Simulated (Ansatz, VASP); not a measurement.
## GaN: VASP beside Ansatz

The input INCAR:

```
SYSTEM = GaN
ALGO     = Normal         ! electronic algorithm
EDIFF    = 1E-6           ! SCF threshold, eV
EDIFFG   = -0.002         ! ionic threshold
ENCUT    = 520            ! plane-wave cutoff, eV
GGA      = PE             ! functional
IBRION   = 2              ! ionic algorithm
ISIF     = 2              ! what is computed and relaxed
ISMEAR   = 0              ! smearing method
LASPH    = .True.         ! aspherical terms in the spheres
LCHARG   = .False.        ! write CHGCAR
LREAL    = .False.        ! projectors in reciprocal space
LWAVE    = .False.        ! write WAVECAR
NELM     = 80             ! most SCF steps
NSW      = 50             ! ionic steps
PREC     = Accurate       ! precision mode
SIGMA    = 0.01           ! smearing width, eV
```

The input KPOINTS:

```
k-points
0
Gamma
  9 9 6
  0 0 0
```

The input POSCAR:

```
GaN
1.0
    3.1900000000      0.0000000000      0.0000000000
   -1.5950000000      2.7626210381      0.0000000000
    0.0000000000      0.0000000000      5.1890000000
Ga N
2 2
Direct
    0.6666666667      0.3333333333      0.0000000000
    0.3333333333      0.6666666667      0.5000000000
    0.6666666667      0.3333333333      0.3750000000
    0.3333333333      0.6666666667      0.8750000000
```

Input for Ansatz:

```yaml
crystal:
  lattice:
    - [3.19, 0.0, 0.0]
    - [-1.595, 2.7626210381, 0.0]
    - [0.0, 0.0, 5.189]
  atoms:
    - { symbol: Ga, position: [0.6666666667, 0.3333333333, 0.0] }
    - { symbol: Ga, position: [0.3333333333, 0.6666666667, 0.5] }
    - { symbol: "N", position: [0.6666666667, 0.3333333333, 0.375] }
    - { symbol: "N", position: [0.3333333333, 0.6666666667, 0.875] }
scf:
  occupations: { method: fixed }
output:
  forces: true
  stress: true
  eigenvalues: true
  write_density: true
  write_potential: true
  elf: true
  volumetric_format: npy
kpoints:
  mp_grid: { grid: [9, 9, 6] }
relax:
  f_tol: 0.002
  max_steps: 30
```

Alike in both runs: task relaxation of the atoms; functional PBE; k mesh 9 × 9 × 6; no spin polarisation.

|  | VASP | Ansatz |
| --- | --- | --- |
| version | VASP 6.6.1 | Ansatz 0.2.0 |
| potentials or method | VASP PAW PBE potentials, release 64 (Ga_d, N) | scalar-relativistic, plane waves, PAW |
| plane-wave cutoff (eV) | 520 | 420 |
| occupations | gaussian, width 0.01 eV | fixed |
| valence electrons in the cell | 36 | 36 |

```tsv
	VASP	Ansatz	Ansatz less VASP
gap on the k mesh at the Fermi level, each at its own relaxed structure (eV)	1.91	1.90	-0.007
```

Ansatz's warnings: stress scf threshold loose.
